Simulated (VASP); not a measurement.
A run of VASP 6.6.1 is set up as follows.

File INCAR:

```
PREC = Accurate
ENCUT = 520
EDIFF = 1E-6
ISMEAR = -1
SIGMA = 0.1
LREAL = F
LASPH = T
NELM = 80
ALGO = Normal
ISIF = 2
LWAVE = F
LCHARG = F
GGA = CA
NBANDS = 18
```

The input KPOINTS:

```
Automatic mesh
0
Gamma
  8 8 8
```

Contents of POSCAR:

```
ScCu
1.0
    3.1665163810      0.0000000000      0.0000000000
    0.0000000000      3.1665163810      0.0000000000
    0.0000000000      0.0000000000      3.1665163810
Sc Cu
1 1
Direct
    0.5000000000      0.5000000000      0.5000000000
    0.0000000000      0.0000000000      0.0000000000
```

Potentials or basis: VASP PAW LDA potentials, release 64 (Sc_sv, Cu).

Command:

```console
$ cat potpaw_LDA.64/Sc_sv/POTCAR potpaw_LDA.64/Cu/POTCAR > POTCAR
$ mpirun -np 1 vasp_std > vasp.out
```

**Question.** Predict the pressure.

**Answer.** 0.7 GPa.

**Question.** What does it give for the band gap on the k mesh?

**Answer.** Zero (bands 11 and 12 overlap by 2.15 eV).
